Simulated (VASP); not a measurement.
A run of VASP 6.6.1:

The input POSCAR:

```
NaCl
1.0
    0.0000000000      2.8629357000      2.8629357000
    2.8629357000      0.0000000000      2.8629357000
    2.8629357000      2.8629357000      0.0000000000
Na Cl
1 1
Direct
    0.0000000000      0.0000000000      0.0000000000
    0.5000000000      0.5000000000      0.5000000000
```

Contents of INCAR.step1:

```
SYSTEM = NaCl
PREC = Accurate ; ENCUT = 520
ISMEAR = 1 ; SIGMA = 0.0464
LREAL = .False. ; LASPH = .True.
NELM = 60 ; NBANDS = 14
GGA = PE ; ALGO = Normal
EDIFF = 1E-4 ; LWAVE = .True.
LCHARG = .False.
```

The input INCAR.step2:

```
SYSTEM = NaCl
PREC = Accurate ; ENCUT = 520
EDIFF = 1E-7 ; ISMEAR = 1
SIGMA = 0.0464 ; LREAL = .False.
LASPH = .True. ; NELM = 60
ALGO = Normal ; ISIF = 2
LWAVE = .False. ; LCHARG = .False.
METAGGA = R2SCAN ; LMIXTAU = .True.
NBANDS = 14 ; ISTART = 1
```

File KPOINTS:

```
Automatic mesh
0
Gamma
  8 8 8
  0 0 0
```

Potentials or basis: VASP PAW PBE potentials, release 64 (Na_pv, Cl).

Run with:

```bash
$ cat potpaw_PBE.64/Na_pv/POTCAR potpaw_PBE.64/Cl/POTCAR > POTCAR
$ cp INCAR.step1 INCAR
$ mpirun -np 1 vasp_std > vasp.out
$ cp INCAR.step2 INCAR
$ mpirun -np 1 vasp_std > vasp.out
```

Hardware: 1 thread of Intel(R) Xeon(R) Platinum 8259CL CPU @ 2.50GHz (Skylake/Cascade Lake), on a shared host.

Question: Estimate the wall time of this run.

Answer: It took 110 s on 1 thread of Intel(R) Xeon(R) Platinum 8259CL CPU @ 2.50GHz (Skylake/Cascade Lake), with other jobs on the host, peak memory 0.17 GiB. Counts: k points 29.
